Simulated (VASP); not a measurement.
# WC (rocksalt type) (Fm-3m) in VASP: a series of runs

WC (rocksalt type) is run at these levels: LDA; tasks: relaxation of cell and atoms, single point.

Program: VASP 6.6.1. These are calculated values, not measurements. Logs are shortened: lines on timing, memory, paths and dates and some standing lists are left out, and cuts for length are marked.

## Step 1: The cell of the first run

The structure is cubic, space group Fm-3m (No. 225). The conventional cell has a = 4.309 Å, b = 4.309 Å, c = 4.309 Å, α = 90.00°, β = 90.00°, γ = 90.00°. W (site symmetry m-3m) has 6 C at 2.15 Å within 2.9 Å. Within 2.9 Å of C (site symmetry m-3m) lie 6 W at 2.15 Å.

## Step 2: Relaxation of cell and atoms, LDA

File INCAR:

```
SYSTEM = WC
PREC = Accurate
ENCUT = 600
EDIFF = 1E-6
ISMEAR = -1
SIGMA = 0.1
LREAL = .FALSE.
LASPH = .TRUE.
NELM = 100
ALGO = Normal
ISIF = 3
LWAVE = .FALSE.
LCHARG = .FALSE.
GGA = CA
IBRION = 2
NSW = 60
EDIFFG = -0.005
```

File KPOINTS:

```
Automatic mesh
0
G
  17 17 17
  0 0 0
```

File POSCAR:

```
WC
1.0
    0.0000000000      2.1544346900      2.1544346900
    2.1544346900      0.0000000000      2.1544346900
    2.1544346900      2.1544346900      0.0000000000
W C
1 1
Direct
    0.0000000000      0.0000000000      0.0000000000
    0.5000000000      0.5000000000      0.5000000000
```

Potentials or basis: VASP PAW LDA potentials, release 64 (W_sv, C).

Started as:

```sh
cat potpaw_LDA.64/W_sv/POTCAR potpaw_LDA.64/C/POTCAR > POTCAR
mpirun -np 1 vasp_std > vasp.out
```

OUTCAR:

```text
SYSTEM = WC
   PREC = Accurate
   ENCUT = 600
   EDIFF = 1E-6
   ISMEAR = -1
   LREAL = .FALSE.
   LASPH = .TRUE.
   NELM = 100
   ISIF = 3
   GGA = CA
   IBRION = 2
   NSW = 60
   EDIFFG = -0.005

 ion  position               nearest neighbor table
   1  0.000  0.000  0.000-   2 2.15   2 2.15   2 2.15   2 2.15   2 2.15   2 2.15
   2  0.500  0.500  0.500-   1 2.15   1 2.15   1 2.15   1 2.15   1 2.15   1 2.15

  LATTYP: Found a face centered cubic cell.
 ALAT       =     4.3088693800

  Lattice vectors:

 A1 = (   0.0000000000,   2.1544346900,   2.1544346900)
 A2 = (   2.1544346900,   0.0000000000,   2.1544346900)
 A3 = (   2.1544346900,   2.1544346900,   0.0000000000)

Analysis of symmetry for initial positions (statically):
=====================================================================
 Subroutine PRICEL returns:
 Original cell was already a primitive cell.

 Routine SETGRP: Setting up the symmetry group for a
 face centered cubic supercell.

 Subroutine GETGRP returns: Found 48 space group operations
 (whereof 48 operations were pure point group operations)
 out of a pool of 48 trial point group operations.

The static configuration has the point symmetry O_h .

Analysis of symmetry for dynamics (positions and initial velocities):
=====================================================================
 Subroutine PRICEL returns:
 Original cell was already a primitive cell.

 Routine SETGRP: Setting up the symmetry group for a
 face centered cubic supercell.

 Subroutine GETGRP returns: Found 48 space group operations
 (whereof 48 operations were pure point group operations)
 out of a pool of 48 trial point group operations.

The dynamic configuration has the point symmetry O_h .

 Subroutine INISYM returns: Found 48 space group operations
 (whereof 48 operations are pure point group operations),
 and found     1 'primitive' translations

----------------------------------------------------------------------------------------

                                     Primitive cell

  volume of cell :      20.0000

  direct lattice vectors                    reciprocal lattice vectors
     0.000000000  2.154434690  2.154434690    -0.232079442  0.232079442  0.232079442
     2.154434690  0.000000000  2.154434690     0.232079442 -0.232079442  0.232079442
     2.154434690  2.154434690  0.000000000     0.232079442  0.232079442 -0.232079442

  length of vectors
     3.046830758  3.046830758  3.046830758     0.401973384  0.401973384  0.401973384

  position of ions in fractional coordinates (direct lattice)
     0.000000000  0.000000000  0.000000000
     0.500000000  0.500000000  0.500000000

  ion indices of the primitive-cell ions
   primitive index   ion index
                 1           1
                 2           2

----------------------------------------------------------------------------------------

 KPOINTS: Automatic mesh

Automatic generation of k-mesh.
 Grid dimensions read from file:
 generate k-points for:   17   17   17

 Generating k-lattice:

  Cartesian coordinates                     Fractional coordinates (reciprocal lattice)
    -0.013651732  0.013651732  0.013651732     0.058823529  0.000000000  0.000000000
     0.013651732 -0.013651732  0.013651732     0.000000000  0.058823529  0.000000000
     0.013651732  0.013651732 -0.013651732     0.000000000  0.000000000  0.058823529

  Length of vectors
     0.023645493  0.023645493  0.023645493

  Shift w.r.t. Gamma in fractional coordinates (k-lattice)
     0.000000000  0.000000000  0.000000000

 Subroutine IBZKPT returns following result:
 ===========================================

 Found    165 irreducible k-points:

 Following reciprocal coordinates:
            Coordinates               Weight
  0.000000  0.000000  0.000000      1.000000
  0.058824  0.000000  0.000000      8.000000
  0.117647  0.000000  0.000000      8.000000
  0.176471  0.000000  0.000000      8.000000
  0.235294  0.000000  0.000000      8.000000
  0.294118  0.000000  0.000000      8.000000
[... 16 lines left out ...]
 -0.176471  0.058824  0.000000     24.000000
 -0.117647  0.058824  0.000000     24.000000
 [... further k-points ...]
   k-points           NKPTS =    165   k-points in BZ     NKDIM =    165   number of bands    NBANDS=     13
   number of dos      NEDOS =    301   number of ions     NIONS =      2
   total plane-waves  NPLWV =  13824
   dimension x,y,z NGX =    24 NGY =   24 NGZ =   24
   dimension x,y,z NGXF=    48 NGYF=   48 NGZF=   48
   ions per type =               1   1
   NGX,Y,Z   is equivalent  to a cutoff of  13.10, 13.10, 13.10 a.u.
   NGXF,Y,Z  is equivalent  to a cutoff of  26.19, 26.19, 26.19 a.u.
 SYSTEM =  WC
   PREC   = accura    normal or accurate (medium, high low for compatibility)
   ISTART =      0    job   : 0-new  1-cont  2-samecut
   ICHARG =      2    charge: 1-file 2-atom 10-const
   ISPIN  =      1    spin polarized calculation?
   LNONCOLLINEAR =      F non collinear calculations
   LSORBIT =      F    spin-orbit coupling
   LASPH  =      T    aspherical Exc in radial PAW
   ENCUT  =  600.0 eV  44.10 Ry    6.64 a.u.   6.09  6.09  6.09*2*pi/ulx,y,z
   NELM   =    100;   NELMIN=  2; NELMDL= -5     # of ELM steps
   EDIFF  = 0.1E-05   stopping-criterion for ELM
   LREAL  =      F    real-space projection
   EDIFFG = -.5E-02   stopping-criterion for IOM
   NSW    =     60    number of steps for IOM
   IBRION =      2    ionic relax: 0-MD 1-quasi-New 2-CG
   NFREE  =      1    steps in history (QN), initial steepest desc. (CG)
   ISIF   =      3    stress and relaxation
   ISYM   =      2    0-nonsym 1-usesym 2-fastsym
   POTIM  = 0.5000    time-step for ionic-motion
   TEBEG  =    0.0;   TEEND  =   0.0 temperature during run
   PSTRESS=    0.0 pullay stress
   NELECT =      18.0000    total number of electrons
   NUPDOWN=      -1.0000    fix difference up-down
   EMIN   =  10.00;   EMAX   =-10.00  energy-range for DOS
   EFERMI =   0.00;   METHOD = LEGACY
   ISMEAR =    -1;   SIGMA  =   0.10  broadening in eV -4-tet -1-fermi 0-gaus
   EFERMI_NEDOS =   21; number of points for ismear=-14 and -15
   IALGO  =     38    algorithm
   IMIX   =      4    mixing-type and parameters
     AMIX     =   0.40;   BMIX     =  1.00
     AMIX_MAG =   1.60;   BMIX_MAG =  1.00
  volume/ion in A,a.u.               =      10.00        67.48
  Fermi-wavevector in a.u.,A,eV,Ry     =   1.580601  2.986903 33.991441  2.498300
  Thomas-Fermi vector in A             =   2.680804
   LORBIT       =      0    0 simple, 1 ext, 2 COOP (PROOUT), +10 PAW based schemes
   GGA     = CA    functional components
   LHFCALC =     F    Hartree Fock is set to
   AEXX    =    0.0000 exact exchange contribution
   IVDW    =     0    specifies the selected vdW correction
   LEPSILON=     F    determine dielectric tensor
   LRPA    =     F    only Hartree local field effects (RPA)
 conjugate gradient relaxation of ions
 non-spin polarized calculation
  energy-cutoff  :      600.00
  volume of cell :       20.00
 maximum number of plane-waves:       682
   NGX = 13   NGY = 13   NGZ = 13

--------------------------------------- Ionic step        1  -------------------------------------------

 number of electron      17.9999999 magnetization

 Free energy of the ion-electron system (eV)
  ---------------------------------------------------
  ext. energy  EPLUGINS =         0.00000000
  ---------------------------------------------------
  free energy    TOTEN  =       -23.81730539 eV

  energy without entropy =      -23.78448619  energy(sigma->0) =      -23.80089579

------------------------ aborting loop because EDIFF is reached ----------------------------------------

  FORCE on cell =-STRESS in cart. coord.  units (eV):
  Direction    XX          YY          ZZ          XY          YZ          ZX
  --------------------------------------------------------------------------------------
  -------------------------------------------------------------------------------------
  Total        0.8152453      0.8152453      0.8152453      0.0000000      0.0000000      0.0000000
  in kB       65.3083733     65.3083733     65.3083733      0.0000000      0.0000000      0.0000000
  external PRESSURE =      65.3083733 kB  Pullay stress =       0.0000000 kB
[... 93 lines left out ...]
  energy  without entropy=      -23.7902244614  energy(sigma->0) =      -23.80695055

--------------------------------------- Ionic step        4  -------------------------------------------

 number of electron      17.9999999 magnetization

 Free energy of the ion-electron system (eV)
  ---------------------------------------------------
  ext. energy  EPLUGINS =         0.00000000
  ---------------------------------------------------
  free energy    TOTEN  =       -23.82367805 eV

  energy without entropy =      -23.79023909  energy(sigma->0) =      -23.80695857

 E-fermi :  12.8446     XC(G=0): -14.0998

 val. band max:       12.8412374447   @ k =   0.2353   0.0000   0.0000
 cond. band min:      12.8470564297   @ k =  -0.3529   0.3529   0.1765
 fundamental gap:      0.0058189850
 Fermi energy:        12.8445708607

 k-point     1 :       0.0000    0.0000    0.0000
  band No.  band energies     occupation
      1     -62.0711      2.00000
      2     -26.3193      2.00000
      3     -26.3193      2.00000
      4     -26.3193      2.00000
      5      -3.0752      2.00000
      6       9.9666      2.00000
      7       9.9666      2.00000
      8       9.9666      2.00000
      9      11.7658      1.99996
     10      11.7658      1.99996
     11      11.7658      1.99996
     12      11.8509      1.99990
     13      11.8509      1.99990
[... 353 lines left out ...]
 k-point    24 :      -0.1176    0.0588    0.0000
  band No.  band energies     occupation
      1     -62.0618      2.00000
      2     -26.4544      2.00000
      3     -26.3527      2.00000
      4     -26.3265      2.00000
      5      -2.4421      2.00000
      6       8.3688      2.00000
      7       8.7431      2.00000
      8       8.8126      2.00000
      9      10.4031      2.00000
     10      11.3500      2.00000
     11      12.6223      1.80459
     12      14.2382      0.00000
     13      15.7427      0.00000

 [... further k-points ...]

------------------------ aborting loop because EDIFF is reached ----------------------------------------

  FORCE on cell =-STRESS in cart. coord.  units (eV):
  Direction    XX          YY          ZZ          XY          YZ          ZX
  --------------------------------------------------------------------------------------
  -------------------------------------------------------------------------------------
  Total        0.0007321      0.0007321      0.0007321      0.0000000      0.0000000      0.0000000
  in kB        0.0577344      0.0577344      0.0577344      0.0000000      0.0000000      0.0000000
  external PRESSURE =       0.0577344 kB  Pullay stress =       0.0000000 kB
[... 17 lines left out ...]
  FREE ENERGIE OF THE ION-ELECTRON SYSTEM (eV)
  ---------------------------------------------------
  free  energy   TOTEN  =       -23.8236780520 eV

  energy  without entropy=      -23.7902390883  energy(sigma->0) =      -23.80695857

 reached required accuracy - stopping structural energy minimisation
```

Wall time 80 s (1 thread of AMD EPYC 7R13 (Zen 3), shared host); peak memory 0.15 GiB.

Results:

```yaml
Free_energy: -23.8237 eV
Relaxed_volume: 10.16 Å³/atom
Relaxed_cell: a = 3.063 Å, b = 3.063 Å, c = 3.063 Å, α = 60.00°, β = 60.00°, γ = 60.00°
Space_group_after_relaxing_to_0.05_Å: Fm-3m (No. 225)
Energy_gained_by_relaxing: 3.2 meV/atom
Ionic_steps: 4
Pressure_after_relaxing: 0.0 GPa
```

Step by step:
| step | energy change (eV) | largest force (eV/Å) | pressure (GPa) | volume (Å³) |
| --- | --- | --- | --- | --- |
| 1 | 0.0000 | 0.0000 | 6.53 | 20.00 |
| 2 | 0.0387 | 0.0000 | -15.65 | 21.20 |
| 3 | -0.0064 | 0.0000 | -0.09 | 20.32 |
| 4 | -0.0064 | 0.0000 | 0.01 | 20.32 |

Final structure:
```xyz
2
Lattice="0.0000 2.1657 2.1657 2.1657 0.0000 2.1657 2.1657 2.1657 0.0000" Properties=species:S:1:pos:R:3 pbc="T T T"
W     0.0000    0.0000    0.0000
C     2.1657    2.1657    2.1657
```

Caveat: the bands computed are all filled at some k points, so no gap is given; spin-orbit coupling is left out, which moves the levels of the heavy elements.

## Step 3: Single point, LDA

This run uses another cell than the first one, of 10.10 Å³/atom, 1.010 times its volume.

File INCAR:

```
SYSTEM = WC
PREC     = Accurate       ! precision mode
ENCUT    = 910            ! plane-wave cutoff, eV
EDIFF    = 1E-6           ! SCF threshold, eV
ISMEAR   = -1             ! smearing method
SIGMA    = 0.1            ! smearing width, eV
LREAL    = .FALSE.        ! projectors in reciprocal space
LASPH    = .TRUE.         ! aspherical terms in the spheres
NELM     = 120            ! most SCF steps
ALGO     = Normal         ! electronic algorithm
ISIF     = 2              ! what is computed and relaxed
LWAVE    = .FALSE.        ! write WAVECAR
LCHARG   = .TRUE.         ! write CHGCAR
GGA      = CA             ! functional
LELF     = .TRUE.         ! ELF
LVHAR    = .TRUE.       
NBANDS   = 16             ! bands
GGA_COMPAT= .FALSE.
```

KPOINTS is that of step 2.

File POSCAR:

```
WC
1.0
    0.0000000000      2.1615938812      2.1615938812
    2.1615938812      0.0000000000      2.1615938812
    2.1615938812      2.1615938812      0.0000000000
W C
1 1
Direct
    0.0000000000      0.0000000000      0.0000000000
    0.5000000000      0.5000000000      0.5000000000
```

Potentials or basis: VASP PAW LDA potentials, release 64 (W_sv, C_h).

Started as:

```sh
cat potpaw_LDA.64/W_sv/POTCAR potpaw_LDA.64/C_h/POTCAR > POTCAR
mpirun -np 1 vasp_std > vasp.out
```

Wall time 70 s (1 thread of Intel Xeon Platinum 8488C (Sapphire Rapids), shared host); peak memory 0.25 GiB.

It converged, with:

```yaml
Free_energy: -23.8294 eV
Pressure: 2.3 GPa
Band_gap_on_the_k_mesh: zero (band 9 reaches 14.34 eV, above the bottom of band 10 at 11.06 eV)
```

Levels at points of the mesh, in eV from the Fermi level:
```tsv
k point	band 7	band 8	band 9	band 10	band 11	band 12
(0.00, 0.00, 0.00)	-2.90	-2.90	-1.09	-1.09	-1.09	-1.00
```

Caveat: the cutoff is under 1.25 times the usual one of these potentials, so pressure, stress and relaxed cells hold a basis-set (Pulay) error; spin-orbit coupling is left out, which moves the levels of the heavy elements.
